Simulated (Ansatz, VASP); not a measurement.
# Se in VASP and in Ansatz

Contents of INCAR:

```
PREC = Accurate
ENCUT = 600
EDIFF = 1E-7
ISMEAR = -1
SIGMA = 0.1
LREAL = F
LASPH = T
NELM = 80
ALGO = Normal
ISIF = 3
LWAVE = F
LCHARG = F
GGA = RE
IBRION = 2
NSW = 80
EDIFFG = -0.01
```

KPOINTS

```
Automatic mesh
0
Gamma
  5 5 5
```

Contents of POSCAR:

```
Se
1.0
    5.5877784105      0.0000000000      0.0000000000
    0.0000000000      5.5877784105      0.0000000000
    0.0000000000      0.0000000000      5.5877784105
Se
8
Direct
    0.0000000000      0.0000000000      0.0000000000
    0.5000000000      0.5000000000      0.5000000000
    0.2500000000      0.0000000000      0.5000000000
    0.7500000000      0.0000000000      0.5000000000
    0.5000000000      0.2500000000      0.0000000000
    0.5000000000      0.7500000000      0.0000000000
    0.0000000000      0.5000000000      0.2500000000
    0.0000000000      0.5000000000      0.7500000000
```

Input for Ansatz:

```yaml
crystal:
  lattice:
    - [5.5877784105, 0.0, 0.0]
    - [0.0, 5.5877784105, 0.0]
    - [0.0, 0.0, 5.5877784105]
  atoms:
    - { symbol: Se, position: [0.0, 0.0, 0.0] }
    - { symbol: Se, position: [0.5, 0.5, 0.5] }
    - { symbol: Se, position: [0.25, 0.0, 0.5] }
    - { symbol: Se, position: [0.75, 0.0, 0.5] }
    - { symbol: Se, position: [0.5, 0.25, 0.0] }
    - { symbol: Se, position: [0.5, 0.75, 0.0] }
    - { symbol: Se, position: [0.0, 0.5, 0.25] }
    - { symbol: Se, position: [0.0, 0.5, 0.75] }
hamiltonian:
  xc: revpbe
  pseudopotentials:
    kind: paw
    azcp:
      Se: "pseudopotentials/Se.paw.azcp"
basis:
  ecutwfc: 420
  fft_grid_basis: typed
kpoints:
  mp_grid: { grid: [5, 5, 5], shift: [0, 0, 0] }
magnetization:
  spin_polarized: false
scf:
  occupations: { method: fermi_dirac, width: 0.1 }
relax:
  max_steps: 60
  f_tol: 0.01
  cell: {}
```

Alike in both runs: task relaxation of cell and atoms; functional revPBE; k mesh 5 × 5 × 5; occupations fermi-dirac, width 0.1 eV; no spin polarisation.

```csv
,VASP,Ansatz
version,VASP 6.6.1,Ansatz 0.2.0
potentials or method,"VASP PAW PBE potentials, release 64 (Se), cutoff 600 eV","plane waves (420 eV) with PAW, scalar-relativistic"
valence electrons in the cell,48,128
```

Ansatz gave:

* relaxed volume (Å³/atom): 21.30
* relaxed cell length with the largest relative difference (Å): 5.544

**Question.** Estimate VASP's values.

**Answer.** Relaxed volume (Å³/atom): 21.28; relaxed cell length with the largest relative difference (Å): 5.543.

VASP's potentials were made for PBE, not for revPBE. VASP's potentials hold 48 valence electrons a cell and Ansatz's 128, so a difference there can come from the potentials and not from the codes.
